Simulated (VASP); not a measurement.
# RuS2 (P-3m1) in VASP: a series of runs, part 2 of 2

VASP 6.6.1. The steps go on from the part before.

### Step 4. Single point, PBEsol, collinear spin, ferromagnetic start

This run uses another cell than the first one, of 16.03 Å³/atom.

INCAR

```
PREC = Accurate
ENCUT = 520
EDIFF = 1E-6
ISMEAR = 0
SIGMA = 0.05
LREAL = F
LASPH = T
NELM = 150
ALGO = Normal
ISIF = 2
LWAVE = F
LCHARG = F
ISPIN = 2
MAGMOM = 2 0 0
LORBIT = 11
LMAXMIX = 4
GGA = PS
NBANDS = 24
```

KPOINTS

```
regular mesh
0
Gamma
  10 10 6
```

POSCAR

```
RuS2
1.0
    3.3708525769      0.0000000000      0.0000000000
   -1.6854262884      2.9192439640      0.0000000000
    0.0000000000      0.0000000000      4.8871536491
Ru S
1 2
Direct
    0.0000000000      0.0000000000      0.0000000000
    0.3333333333      0.6666666667      0.2695476810
    0.6666666667      0.3333333333      0.7304523190
```

Potentials or basis: VASP PAW PBE potentials, release 64 (Ru_pv, S).

The run is started by

```sh
> cat potpaw_PBE.64/Ru_pv/POTCAR potpaw_PBE.64/S/POTCAR > POTCAR
> mpirun -np 1 vasp_std > vasp.out
```

OUTCAR:

```text
PREC = Accurate
   ENCUT = 520
   EDIFF = 1E-6
   ISMEAR = 0
   LREAL = F
   LASPH = T
   NELM = 150
   ISIF = 2
   ISPIN = 2
   LORBIT = 11
   GGA = PS

 ion  position               nearest neighbor table
   1  0.000  0.000  0.000-   2 2.35   3 2.35   2 2.35   3 2.35   3 2.35   2 2.35
   2  0.333  0.667  0.270-   1 2.35   1 2.35   1 2.35
   3  0.667  0.333  0.730-   1 2.35   1 2.35   1 2.35

  LATTYP: Found a hexagonal cell.
 ALAT       =     3.3708525769
 C/A-ratio  =     1.4498271691

  Lattice vectors:

 A1 = (   3.3708525769,   0.0000000000,   0.0000000000)
 A2 = (  -1.6854262884,   2.9192439640,   0.0000000000)
 A3 = (   0.0000000000,   0.0000000000,   4.8871536491)

Analysis of symmetry for initial positions (statically):
=====================================================================
 Subroutine PRICEL returns:
 Original cell was already a primitive cell.

 Routine SETGRP: Setting up the symmetry group for a
 hexagonal supercell.

 Subroutine GETGRP returns: Found 12 space group operations
 (whereof 12 operations were pure point group operations)
[... 847 lines left out ...]
      4      -7.1763      1.00000
      5      -4.0977      1.00000
      6       0.9898      1.00000
[... 637 lines left out ...]
     23      20.4112      0.00000
     24      22.8435      0.00000

 [... further k-points ...]
[... 5 lines left out ...]
  --------------------------------------------------------------------------------------
  -------------------------------------------------------------------------------------
  Total       -0.0355500     -0.0355500     -0.0005087     -0.0000000     -0.0000000     -0.0000000
  in kB       -1.1843618     -1.1843618     -0.0169470     -0.0000000     -0.0000000     -0.0000000
  external PRESSURE =      -0.7952235 kB  Pullay stress =       0.0000000 kB

 VOLUME and BASIS-vectors are now :
 -----------------------------------------------------------------------------
  energy-cutoff  :      520.00
  volume of cell :       48.09
      direct lattice vectors                 reciprocal lattice vectors
     3.370852577  0.000000000  0.000000000     0.296660853  0.171277223  0.000000000
    -1.685426288  2.919243964  0.000000000     0.000000000  0.342554446  0.000000000
     0.000000000  0.000000000  4.887153649     0.000000000  0.000000000  0.204618081

 POSITION                                       TOTAL-FORCE (eV/Angst)
 -----------------------------------------------------------------------------------
      0.00000      0.00000      0.00000         0.000000      0.000000      0.000000
     -0.00000      1.94616      1.31732         0.000000      0.000000     -0.009819
      1.68543      0.97308      3.56983        -0.000000      0.000000      0.009819
 -----------------------------------------------------------------------------------
    total drift:                               -0.000000     -0.000000      0.000000

  FREE ENERGIE OF THE ION-ELECTRON SYSTEM (eV)
  ---------------------------------------------------
  free  energy   TOTEN  =       -19.6923326756 eV

  energy  without entropy=      -19.6876242212  energy(sigma->0) =      -19.68997845

 total charge

# of ion       s       p       d       tot
------------------------------------------
    1        0.346   6.299   6.051  12.695
    2        1.356   2.265   0.000   3.622
    3        1.356   2.265   0.000   3.622
--------------------------------------------------
tot          3.059  10.829   6.051  19.938

 magnetization (x)

# of ion       s       p       d       tot
------------------------------------------
    1        0.006   0.007   0.296   0.309
    2        0.001   0.026   0.000   0.027
    3        0.001   0.026   0.000   0.027
--------------------------------------------------
tot          0.009   0.058   0.296   0.364
```

OSZICAR:

```text
N       E                     dE             d eps       ncg     rms          rms(c)
DAV:   1     0.197930800074E+03    0.19793E+03   -0.13637E+04  6960   0.103E+03
DAV:   2    -0.128310848198E+02   -0.21076E+03   -0.20305E+03  8240   0.288E+02
DAV:   3    -0.205518383703E+02   -0.77208E+01   -0.76470E+01  8904   0.550E+01
DAV:   4    -0.206227314012E+02   -0.70893E-01   -0.70858E-01  7920   0.566E+00
DAV:   5    -0.206237838433E+02   -0.10524E-02   -0.10521E-02  9280   0.658E-01    0.222E+01
DAV:   6    -0.206439282247E+02   -0.20144E-01   -0.14143E+01  7808   0.233E+01    0.123E+01
DAV:   7    -0.197594135395E+02    0.88451E+00   -0.71417E+00  7176   0.177E+01    0.732E+00
DAV:   8    -0.196903679897E+02    0.69046E-01   -0.42491E-01  8456   0.378E+00    0.194E+00
DAV:   9    -0.196928072655E+02   -0.24393E-02   -0.20645E-02  8152   0.849E-01    0.701E-01
DAV:  10    -0.196922689452E+02    0.53832E-03   -0.12119E-03  8256   0.202E-01    0.198E-01
DAV:  11    -0.196922800499E+02   -0.11105E-04   -0.64063E-04  8240   0.142E-01    0.851E-02
DAV:  12    -0.196923212028E+02   -0.41153E-04   -0.12021E-04  8272   0.602E-02    0.519E-02
DAV:  13    -0.196923294378E+02   -0.82351E-05   -0.14271E-05  8448   0.193E-02    0.237E-02
DAV:  14    -0.196923324512E+02   -0.30134E-05   -0.41733E-06  7552   0.108E-02    0.694E-03
DAV:  15    -0.196923326756E+02   -0.22445E-06   -0.25847E-07  4368   0.376E-03
   1 F= -.19692333E+02 E0= -.19689978E+02  d E =-.470845E-02  mag=     0.4065
```

Run time: 71 s. Hardware: 1 thread of Intel Xeon 6975P-C (Granite Rapids), shared host; peak memory 0.27 GiB.

Results:

| Item | Value |
| --- | --- |
| Free energy | -19.6923 eV |
| Pressure | -0.1 GPa |
| Largest force | 0.010 eV/Å |
| Net moment | 0.41 μB per cell |
| Site moments | Ru +0.31; S +0.03 μB |
| Valence electrons inside the program's atomic spheres | Ru 12.70; S 3.62 |

Forces in eV/Å, atoms in the order of the input:
```
Ru   0.000  0.000  0.000
S    0.000  0.000 -0.010
S    0.000  0.000  0.010
```

Stress tensor (GPa, compression positive):
```
-0.12  0.00  0.00
 0.00 -0.12  0.00
 0.00  0.00  0.00
```

Levels at points of the mesh, in eV from the Fermi level:
Spin up:
| k point | band 10 | band 11 | band 12 | band 13 | band 14 | band 15 | band 16 | band 17 |
| --- | --- | --- | --- | --- | --- | --- | --- | --- |
| (0.00, 0.00, 0.00) | -1.93 | -0.77 | -0.34 | -0.34 | 0.72 | 2.57 | 2.57 | 4.96 |
| (0.50, 0.00, 0.00) | -3.55 | -2.71 | -1.46 | -0.79 | -0.13 | 2.79 | 3.85 | 7.08 |
| (0.00, 0.00, 0.50) | -1.99 | -1.99 | -0.94 | -0.94 | 0.47 | 3.72 | 3.72 | 6.54 |
| (0.50, 0.00, 0.50) | -2.01 | -1.67 | -0.92 | -0.81 | -0.25 | 2.23 | 4.03 | 5.26 |
Spin down:
| k point | band 9 | band 10 | band 11 | band 12 | band 13 | band 14 | band 15 | band 16 | band 17 | band 18 |
| --- | --- | --- | --- | --- | --- | --- | --- | --- | --- | --- |
| (0.00, 0.00, 0.00) | -1.73 | -1.73 | -0.57 | -0.29 | -0.29 | 0.75 | 2.67 | 2.67 | 4.99 | 7.60 |
| (0.50, 0.00, 0.00) | -3.95 | -3.51 | -2.65 | -1.31 | -0.54 | 0.11 | 2.91 | 3.95 | 7.13 | 7.61 |
| (0.00, 0.00, 0.50) | -3.09 | -1.79 | -1.79 | -0.89 | -0.89 | 0.61 | 3.83 | 3.83 | 6.57 | 8.57 |
| (0.50, 0.00, 0.50) | -3.88 | -1.83 | -1.62 | -0.88 | -0.56 | 0.00 | 2.34 | 4.14 | 5.29 | 7.25 |

Caveat: a moment this small can come from the mesh or the smearing; the PAW data sets were made with another functional, which shifts forces and pressure a little.

### Step 5. Single point, PBEsol, collinear spin, ferromagnetic start

This run uses another cell than the first one, of 16.03 Å³/atom.

INCAR

```
PREC = Accurate ; ENCUT = 520
EDIFF = 1E-7 ; ISMEAR = 1
SIGMA = 0.001 ; LREAL = False
LASPH = True ; NELM = 150
ALGO = Normal ; ISIF = 2
LWAVE = False ; LCHARG = False
ISPIN = 2 ; MAGMOM = 2 0 0
LORBIT = 11 ; LMAXMIX = 4
GGA = PS ; NBANDS = 24
```

KPOINTS is that of step 4.

POSCAR is that of step 4.

The run is started by

```sh
> cat potpaw_PBE.64/Ru_pv/POTCAR potpaw_PBE.64/S/POTCAR > POTCAR
> mpirun -np 1 vasp_std > vasp.out
```

It took 82 s on 1 thread of Intel Xeon 6975P-C (Granite Rapids), shared host; peak memory 0.27 GiB.

It converged, with:

```
Free energy                                           : -19.6898 eV
Pressure                                              : -0.1 GPa
Largest force                                         : 0.025 eV/Å
Net moment                                            : 0.40 μB per cell
Site moments                                          : Ru +0.30; S +0.03 μB
Valence electrons inside the program's atomic spheres : Ru 12.70; S 3.62
```

Forces on the atoms (eV/Å):
```
Ru   0.000  0.000  0.000
S    0.000  0.000 -0.025
S    0.000  0.000  0.025
```

Levels at points of the mesh, in eV from the Fermi level:
Spin up:
```csv
k point,band 9,band 10,band 11,band 12,band 13,band 14,band 15,band 16,band 17,band 18
"(0.00, 0.00, 0.00)",-1.92,-1.92,-0.76,-0.34,-0.34,0.73,2.57,2.57,4.97,7.55
"(0.50, 0.00, 0.00)",-3.98,-3.55,-2.70,-1.46,-0.78,-0.12,2.80,3.85,7.08,7.53
"(0.00, 0.00, 0.50)",-3.12,-1.98,-1.98,-0.94,-0.94,0.47,3.73,3.73,6.54,8.52
"(0.50, 0.00, 0.50)",-3.97,-2.00,-1.67,-0.92,-0.80,-0.24,2.24,4.04,5.27,7.18
```
Spin down:
```tsv
k point	band 9	band 10	band 11	band 12	band 13	band 14	band 15	band 16	band 17	band 18
(0.00, 0.00, 0.00)	-1.72	-1.72	-0.56	-0.28	-0.28	0.76	2.67	2.67	5.00	7.61
(0.50, 0.00, 0.00)	-3.94	-3.50	-2.65	-1.31	-0.53	0.11	2.91	3.95	7.13	7.62
(0.00, 0.00, 0.50)	-3.08	-1.78	-1.78	-0.89	-0.89	0.61	3.83	3.83	6.57	8.57
(0.50, 0.00, 0.50)	-3.88	-1.82	-1.61	-0.88	-0.55	0.00	2.34	4.14	5.30	7.25
```

Caveat: a moment this small can come from the mesh or the smearing; the PAW data sets were made with another functional, which shifts forces and pressure a little.

### Step 6. The runs side by side

| cell | smearing | gap on the mesh (eV) | pressure (GPa) | moment (μB) | largest force (eV/Å) |
| --- | --- | --- | --- | --- | --- |
| a = 3.333, b = 3.333, c = 4.800 Å, angles 90.0, 90.0, 120.0°, 3 atoms, atomic positions A | gaussian 0.05 eV | none | 3.0 | 0.36 | 0.02 |
| a = 3.353, b = 3.353, c = 4.841 Å, angles 90.0, 90.0, 120.0°, 3 atoms, atomic positions B | gaussian 0.05 eV | none | 1.3 | 0.40 | 0.02 |
| a = 3.371, b = 3.371, c = 4.887 Å, angles 90.0, 90.0, 120.0°, 3 atoms, atomic positions C | gaussian 0.05 eV | none | -0.1 | 0.41 | 0.01 |
| a = 3.371, b = 3.371, c = 4.887 Å, angles 90.0, 90.0, 120.0°, 3 atoms, atomic positions C | methfessel-paxton 0.001 eV | none | -0.1 | 0.40 | 0.02 |

Alike in all rows: task single point; level PBEsol; potentials or basis VASP PAW PBE potentials, release 64 (Ru_pv, S); spin collinear, ferromagnetic start; k mesh 10 × 10 × 6; cutoff (eV) 520.

Caveats: a moment this small can come from the mesh or the smearing; the PAW data sets were made with another functional, which shifts forces and pressure a little; the cell stands under pressure (at least some runs).

Absolute energies hang on the potentials; compare differences alone.
